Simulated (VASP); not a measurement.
# Ni (Fm-3m) in VASP: further runs

Ni is run at these levels: PBEsol; tasks: single point.

All numbers are computed with VASP 6.6.1; they aren't measurements. Logs are shortened: lines on timing, memory, paths and dates and some standing lists are left out, and cuts for length are marked.

## (1) The cell of the first run

It takes space group Fm-3m (No. 225, cubic). The conventional cell has a = 3.475 Å, b = 3.475 Å, c = 3.475 Å, α = 90.00°, β = 90.00°, γ = 90.00°. Ni (site symmetry m-3m) has 12 Ni at 2.46 Å within 3.2 Å.

## (2) Single point, PBEsol, collinear spin, ferromagnetic start

Contents of INCAR:

```
ALGO = Normal
EDIFF = 1E-7
ENCUT = 520
GGA = PS
ISIF = 2
ISMEAR = -1
ISPIN = 2
LASPH = True
LCHARG = False
LMAXMIX = 4
LORBIT = 11
LREAL = False
LWAVE = False
MAGMOM = 1
NBANDS = 15
NELM = 150
PREC = Accurate
SIGMA = 0.05
```

Contents of KPOINTS:

```
k-points
0
Gamma
  13 13 13
```

Contents of POSCAR:

```
Ni
1.0
    0.0000000000      1.7375729330      1.7375729330
    1.7375729330      0.0000000000      1.7375729330
    1.7375729330      1.7375729330      0.0000000000
Ni
1
Direct
    0.0000000000      0.0000000000      0.0000000000
```

Potentials or basis: VASP PAW PBE potentials, release 64 (Ni).

Launch:

```console
$ cat potpaw_PBE.64/Ni/POTCAR > POTCAR
$ mpirun -np 1 vasp_std > vasp.out
```

OUTCAR:

```text
EDIFF = 1E-7
   ENCUT = 520
   GGA = PS
   ISIF = 2
   ISMEAR = -1
   ISPIN = 2
   LASPH = True
   LORBIT = 11
   LREAL = False
   NELM = 150
   PREC = Accurate

 ion  position               nearest neighbor table
   1  0.000  0.000  0.000-

  LATTYP: Found a face centered cubic cell.
 ALAT       =     3.4751458660

  Lattice vectors:

 A1 = (   0.0000000000,   1.7375729330,   1.7375729330)
 A2 = (   1.7375729330,   0.0000000000,   1.7375729330)
 A3 = (   1.7375729330,   1.7375729330,   0.0000000000)

Analysis of symmetry for initial positions (statically):
=====================================================================
 Subroutine PRICEL returns:
 Original cell was already a primitive cell.

 Routine SETGRP: Setting up the symmetry group for a
 face centered cubic supercell.

 Subroutine GETGRP returns: Found 48 space group operations
 (whereof 48 operations were pure point group operations)
 out of a pool of 48 trial point group operations.

The static configuration has the point symmetry O_h .

Analysis of symmetry for dynamics (positions and initial velocities):
=====================================================================
 Subroutine PRICEL returns:
 Original cell was already a primitive cell.

 Routine SETGRP: Setting up the symmetry group for a
 face centered cubic supercell.

 Subroutine GETGRP returns: Found 48 space group operations
 (whereof 48 operations were pure point group operations)
 out of a pool of 48 trial point group operations.

The dynamic configuration has the point symmetry O_h .

Analysis of structural, dynamic, and magnetic symmetry:
=====================================================================
 Subroutine PRICEL returns:
 Original cell was already a primitive cell.

 Routine SETGRP: Setting up the symmetry group for a
 face centered cubic supercell.

 Subroutine GETGRP returns: Found 48 space group operations
 (whereof 48 operations were pure point group operations)
 out of a pool of 48 trial point group operations.

The overall configuration has the point symmetry O_h .

 Subroutine INISYM returns: Found 48 space group operations
 (whereof 48 operations are pure point group operations),
 and found     1 'primitive' translations

----------------------------------------------------------------------------------------

                                     Primitive cell

  volume of cell :      10.4920

  direct lattice vectors                    reciprocal lattice vectors
     0.000000000  1.737572933  1.737572933    -0.287757705  0.287757705  0.287757705
     1.737572933  0.000000000  1.737572933     0.287757705 -0.287757705  0.287757705
     1.737572933  1.737572933  0.000000000     0.287757705  0.287757705 -0.287757705

  length of vectors
     2.457299207  2.457299207  2.457299207     0.498410966  0.498410966  0.498410966

  position of ions in fractional coordinates (direct lattice)
     0.000000000  0.000000000  0.000000000

  ion indices of the primitive-cell ions
   primitive index   ion index
                 1           1

----------------------------------------------------------------------------------------

 KPOINTS: k-points

Automatic generation of k-mesh.
 Grid dimensions read from file:
 generate k-points for:   13   13   13

 Generating k-lattice:

  Cartesian coordinates                     Fractional coordinates (reciprocal lattice)
    -0.022135208  0.022135208  0.022135208     0.076923077  0.000000000  0.000000000
     0.022135208 -0.022135208  0.022135208     0.000000000  0.076923077  0.000000000
     0.022135208  0.022135208 -0.022135208     0.000000000  0.000000000  0.076923077

  Length of vectors
     0.038339305  0.038339305  0.038339305

  Shift w.r.t. Gamma in fractional coordinates (k-lattice)
     0.000000000  0.000000000  0.000000000

 Subroutine IBZKPT returns following result:
 ===========================================

 Found     84 irreducible k-points:

 Following reciprocal coordinates:
            Coordinates               Weight
  0.000000  0.000000  0.000000      1.000000
  0.076923  0.000000  0.000000      8.000000
  0.153846  0.000000  0.000000      8.000000
  0.230769  0.000000  0.000000      8.000000
  0.307692  0.000000  0.000000      8.000000
  0.384615  0.000000  0.000000      8.000000
[... 16 lines left out ...]
  0.384615  0.153846  0.000000     24.000000
  0.461538  0.153846  0.000000     24.000000
 [... further k-points ...]
   k-points           NKPTS =     84   k-points in BZ     NKDIM =     84   number of bands    NBANDS=     15
   number of dos      NEDOS =    301   number of ions     NIONS =      1
   total plane-waves  NPLWV =   5832
   dimension x,y,z NGX =    18 NGY =   18 NGZ =   18
   dimension x,y,z NGXF=    36 NGYF=   36 NGZF=   36
   ions per type =               1
   NGX,Y,Z   is equivalent  to a cutoff of  12.18, 12.18, 12.18 a.u.
   NGXF,Y,Z  is equivalent  to a cutoff of  24.36, 24.36, 24.36 a.u.
 SYSTEM =  unknown system
   PREC   = accura    normal or accurate (medium, high low for compatibility)
   ISTART =      0    job   : 0-new  1-cont  2-samecut
   ICHARG =      2    charge: 1-file 2-atom 10-const
   ISPIN  =      2    spin polarized calculation?
   LNONCOLLINEAR =      F non collinear calculations
   LSORBIT =      F    spin-orbit coupling
   LASPH  =      T    aspherical Exc in radial PAW
   ENCUT  =  520.0 eV  38.22 Ry    6.18 a.u.   4.57  4.57  4.57*2*pi/ulx,y,z
   NELM   =    150;   NELMIN=  2; NELMDL= -5     # of ELM steps
   EDIFF  = 0.1E-06   stopping-criterion for ELM
   LREAL  =      F    real-space projection
   EDIFFG = 0.1E-05   stopping-criterion for IOM
   NSW    =      0    number of steps for IOM
   IBRION =     -1    ionic relax: 0-MD 1-quasi-New 2-CG
   NFREE  =      0    steps in history (QN), initial steepest desc. (CG)
   ISIF   =      2    stress and relaxation
   ISYM   =      2    0-nonsym 1-usesym 2-fastsym
   POTIM  = 0.5000    time-step for ionic-motion
   TEBEG  =    0.0;   TEEND  =   0.0 temperature during run
   PSTRESS=    0.0 pullay stress
   NELECT =      10.0000    total number of electrons
   NUPDOWN=      -1.0000    fix difference up-down
   EMIN   =  10.00;   EMAX   =-10.00  energy-range for DOS
   EFERMI =   0.00;   METHOD = LEGACY
   ISMEAR =    -1;   SIGMA  =   0.05  broadening in eV -4-tet -1-fermi 0-gaus
   EFERMI_NEDOS =   21; number of points for ismear=-14 and -15
   IALGO  =     38    algorithm
   IMIX   =      4    mixing-type and parameters
     AMIX     =   0.40;   BMIX     =  1.00
     AMIX_MAG =   1.60;   BMIX_MAG =  1.00
  volume/ion in A,a.u.               =      10.49        70.80
  Fermi-wavevector in a.u.,A,eV,Ry     =   1.611097  3.044533 35.315755  2.595635
  Thomas-Fermi vector in A             =   2.706542
   LORBIT       =     11    0 simple, 1 ext, 2 COOP (PROOUT), +10 PAW based schemes
   GGA     = PS    functional components
   LHFCALC =     F    Hartree Fock is set to
   AEXX    =    0.0000 exact exchange contribution
   IVDW    =     0    specifies the selected vdW correction
   LEPSILON=     F    determine dielectric tensor
   LRPA    =     F    only Hartree local field effects (RPA)
 spin polarized calculation
  energy-cutoff  :      520.00
  volume of cell :       10.49
 maximum number of plane-waves:       296
   NGX =  9   NGY =  9   NGZ =  9

 number of electron      10.0000000 magnetization       1.0000000

 number of electron       9.9999998 magnetization       0.6243664

 Free energy of the ion-electron system (eV)
  ---------------------------------------------------
  ext. energy  EPLUGINS =         0.00000000
  ---------------------------------------------------
  free energy    TOTEN  =        -6.14414924 eV

  energy without entropy =       -6.13110181  energy(sigma->0) =       -6.13762553

 E-fermi :   9.7111     XC(G=0): -13.6520

 val. band max:        9.7088016849   @ k =   0.3846   0.3846   0.0000
 cond. band min:       9.7125390280   @ k =   0.3846   0.0769   0.0000
 fundamental gap:      0.0037373431
 Fermi energy:         9.7110599299

 spin component 1

 k-point     1 :       0.0000    0.0000    0.0000
  band No.  band energies     occupation
      1       0.3918      1.00000
      2       7.1910      1.00000
      3       7.1910      1.00000
      4       7.1910      1.00000
      5       8.4225      1.00000
      6       8.4225      1.00000
      7      33.7111      0.00000
      8      37.8376      0.00000
      9      37.8376      0.00000
     10      37.8376      0.00000
     11      40.8780      0.00000
     12      40.8780      0.00000
     13      40.8780      0.00000
     14      43.8206      0.00000
     15      50.4945      0.00000
[... 397 lines left out ...]
 k-point    24 :       0.4615    0.1538    0.0000
  band No.  band energies     occupation
      1       5.0143      1.00000
      2       6.7522      1.00000
      3       7.2046      1.00000
      4       7.6137      1.00000
      5       9.1557      0.99998
      6      10.5705      0.00000
      7      17.8326      0.00000
      8      28.8674      0.00000
      9      30.6238      0.00000
     10      32.8014      0.00000
     11      42.9070      0.00000
     12      43.1887      0.00000
     13      46.3049      0.00000
     14      49.5803      0.00000
     15      55.7966      0.00000

 [... further k-points ...]

 spin component 2

 k-point     1 :       0.0000    0.0000    0.0000
  band No.  band energies     occupation
      1       0.3874      1.00000
      2       7.9092      1.00000
      3       7.9092      1.00000
      4       7.9092      1.00000
      5       9.0305      1.00000
      6       9.0305      1.00000
      7      33.6111      0.00000
      8      37.8405      0.00000
      9      37.8405      0.00000
     10      37.8405      0.00000
     11      41.0059      0.00000
     12      41.0059      0.00000
     13      41.0059      0.00000
     14      43.7339      0.00000
     15      50.6985      0.00000
[... 397 lines left out ...]
 k-point    24 :       0.4615    0.1538    0.0000
  band No.  band energies     occupation
      1       5.3745      1.00000
      2       7.1854      1.00000
      3       7.7873      1.00000
      4       8.2486      1.00000
      5       9.8942      0.02503
      6      11.0409      0.00000
      7      18.1095      0.00000
      8      28.9288      0.00000
      9      30.7188      0.00000
     10      32.8764      0.00000
     11      42.9173      0.00000
     12      43.2416      0.00000
     13      46.3795      0.00000
     14      49.8159      0.00000
     15      57.1685      0.00000

 [... further k-points ...]
[... 5 lines left out ...]
  --------------------------------------------------------------------------------------
  -------------------------------------------------------------------------------------
  Total       -0.1578746     -0.1578746     -0.1578746     -0.0000000      0.0000000      0.0000000
  in kB      -24.1081416    -24.1081416    -24.1081416     -0.0000000      0.0000000      0.0000000
  external PRESSURE =     -24.1081416 kB  Pullay stress =       0.0000000 kB

 VOLUME and BASIS-vectors are now :
 -----------------------------------------------------------------------------
  energy-cutoff  :      520.00
  volume of cell :       10.49
      direct lattice vectors                 reciprocal lattice vectors
     0.000000000  1.737572933  1.737572933    -0.287757705  0.287757705  0.287757705
     1.737572933  0.000000000  1.737572933     0.287757705 -0.287757705  0.287757705
     1.737572933  1.737572933  0.000000000     0.287757705  0.287757705 -0.287757705

 POSITION                                       TOTAL-FORCE (eV/Angst)
 -----------------------------------------------------------------------------------
      0.00000      0.00000      0.00000         0.000000      0.000000      0.000000
 -----------------------------------------------------------------------------------
    total drift:                                0.000000     -0.000000     -0.000000

  FREE ENERGIE OF THE ION-ELECTRON SYSTEM (eV)
  ---------------------------------------------------
  free  energy   TOTEN  =        -6.1441492427 eV

  energy  without entropy=       -6.1311018076  energy(sigma->0) =       -6.13762553

 total charge

# of ion       s       p       d       tot
------------------------------------------
    1        0.516   0.536   8.328   9.380

 magnetization (x)

# of ion       s       p       d       tot
------------------------------------------
    1       -0.005  -0.023   0.658   0.630
```

Run time: 12 s. Hardware: 1 thread of Intel Xeon 6975P-C (Granite Rapids), shared host; peak memory 0.13 GiB.

Results:

| Quantity | Value |
| --- | --- |
| Free energy | -6.1441 eV |
| Pressure | -2.4 GPa |
| Net moment | 0.62 μB per cell |
| Site moments | Ni +0.63 μB |
| Valence electrons inside the program's atomic spheres | Ni 9.38 |

Levels at points of the mesh, in eV from the Fermi level:
Spin up:
```
           k point  band 2  band 3  band 4  band 5  band 6  band 7  band 8  band 9
(0.00, 0.00, 0.00)   -2.52   -2.52   -2.52   -1.29   -1.29   24.00   28.13   28.13
```
Spin down:
| k point | band 1 | band 2 | band 3 | band 4 | band 5 | band 6 | band 7 | band 8 | band 9 | band 10 |
| --- | --- | --- | --- | --- | --- | --- | --- | --- | --- | --- |
| (0.00, 0.00, 0.00) | -9.32 | -1.80 | -1.80 | -1.80 | -0.68 | -0.68 | 23.90 | 28.13 | 28.13 | 28.13 |

Caveat: the PAW data sets were made with another functional, which shifts forces and pressure a little.

## (3) Single point, PBEsol, collinear spin, ferromagnetic start (volume scaled by 1.02)

Contents of INCAR:

```
SYSTEM = Ni
PREC = Accurate
ENCUT = 520
EDIFF = 1E-7
ISMEAR = -1
SIGMA = 0.05
LREAL = .False.
LASPH = .True.
NELM = 150
ALGO = Normal
ISIF = 2
LWAVE = .False.
LCHARG = .False.
ISPIN = 2
MAGMOM = 1
LORBIT = 11
LMAXMIX = 4
GGA = PS
NBANDS = 15
```

Contents of KPOINTS:

```
Automatic mesh
0
Gamma
  13 13 13
  0 0 0
```

Contents of POSCAR:

```
Ni
1.0
    0.0000000000      1.7490803739      1.7490803739
    1.7490803739      0.0000000000      1.7490803739
    1.7490803739      1.7490803739      0.0000000000
Ni
1
Direct
    0.0000000000      0.0000000000      0.0000000000
```

Potentials or basis: VASP PAW PBE potentials, release 64 (Ni).

Launch:

```console
$ cat potpaw_PBE.64/Ni/POTCAR > POTCAR
$ mpirun -np 1 vasp_std > vasp.out
```

Wall time 16 s (1 thread of Intel Xeon 6975P-C (Granite Rapids), shared host); peak memory 0.13 GiB.

Results (log left out):

* Free energy: -6.1383 eV
* Pressure: -6.5 GPa
* Net moment: 0.63 μB per cell
* Site moments: Ni +0.63 μB
* Valence electrons inside the program's atomic spheres: Ni 9.34

Levels at points of the mesh, in eV from the Fermi level:
Spin up:
| k point | band 1 | band 2 | band 3 | band 4 | band 5 | band 6 | band 7 | band 8 | band 9 | band 10 |
| --- | --- | --- | --- | --- | --- | --- | --- | --- | --- | --- |
| (0.00, 0.00, 0.00) | -9.18 | -2.47 | -2.47 | -2.47 | -1.27 | -1.27 | 23.83 | 27.80 | 27.80 | 27.80 |
Spin down:
| k point | band 2 | band 3 | band 4 | band 5 | band 6 | band 7 | band 8 | band 9 |
| --- | --- | --- | --- | --- | --- | --- | --- | --- |
| (0.00, 0.00, 0.00) | -1.75 | -1.75 | -1.75 | -0.66 | -0.66 | 23.73 | 27.81 | 27.81 |

Caveat: the PAW data sets were made with another functional, which shifts forces and pressure a little.

(Part 1 of 2 ends here.)
